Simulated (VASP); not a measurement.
# C: single point with PBE

Crystal: C.

```
C
1.0
     0.00000    1.74072    1.69929
     1.74072    0.00000    1.69929
     1.74072    1.74072    0.00000
C
2
Direct
  0.50000 0.50000 0.50000
  0.75000 0.75000 0.75000
```

This cell differs from its parent crystal: volume 5.149 Å^3 an atom, c/a of the conventional cell 0.9762.

```
Program             : VASP 6.6.1
Task                : single point
Functional          : PBE
Potentials or basis : VASP PAW PBE potentials, release 64 (C)
Cutoff              : 520 eV
k mesh              : 12 × 12 × 12
Occupations         : gaussian, width 0.05 eV
Spin                : no spin polarisation
```

```json
{
 "Pressure": "53.6 GPa",
 "Band gap on the k mesh": "3.73 eV, indirect (least direct gap 5.40 eV)"
}
```

Stress tensor (GPa, compression positive):
```
45.54  0.00  0.00
 0.00 45.54  0.00
 0.00  0.00 69.66
```

Levels at points of the mesh, in eV from the valence-band top:
```
           k point  band 1  band 2  band 3  band 4  band 5  band 6  band 7  band 8  band 9
(0.00, 0.00, 0.00)  -23.07   -0.38   -0.38    0.00    5.40    5.72    5.72   15.36   20.34
(0.50, 0.00, 0.00)  -16.72  -14.74   -3.54   -3.08    8.48    8.57   10.12   16.33   23.08
(0.50, 0.50, 0.00)  -13.45  -13.45   -7.41   -7.41    4.30    4.30   18.16   18.16   25.12
(0.50, 0.00, 0.50)  -13.87  -13.87   -7.02   -7.02    4.91    4.91   18.00   18.00   24.71
```

Wall time 28 s on 1 thread of Intel Xeon 8259CL (shared host), peak memory 0.12 GiB.

 A k mesh can miss the band edges.
